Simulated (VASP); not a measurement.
## MgB (CsCl type): electric field gradients with LDA

MgB (CsCl type):

```xyz
2
Lattice="2.9312 0.0000 0.0000 0.0000 2.9312 0.0000 0.0000 0.0000 2.9312" Properties=species:S:1:pos:R:3 pbc="T T T"
B     0.0000    0.0000    0.0000
Mg    1.4656    1.4656    1.4656
```

This cell differs from its parent crystal: functional lda, volume scaled by 1.04.

- Program: VASP 6.6.1
- Task: electric field gradients
- Functional: LDA
- Potentials or basis: VASP PAW LDA potentials, release 64 (B, Mg)
- Cutoff: 520 eV
- k mesh: 11 × 11 × 11
- Occupations: fermi-dirac, width 0.05 eV
- Spin: no spin polarisation
- Dipole correction: no
- Further INCAR settings: ALGO = Normal; EDIFF = 1e-08; NBANDS = 10

```json
{"Pressure": "-8.5 GPa"}
```

Levels at points of the mesh, in eV from the Fermi level:
```tsv
k point	band 1	band 2	band 3	band 4	band 5	band 6
(0.00, 0.00, 0.00)	-10.45	2.40	2.40	2.40	6.98	6.98
```

Run time: 5.9 s on 1 thread of Intel Xeon 6975P-C, with other jobs on the host, peak memory 0.13 GiB.

Caveat: without QUAD_EFG the Cq values of the log hold for a quadrupole moment of 1 mb, not for the nuclei.
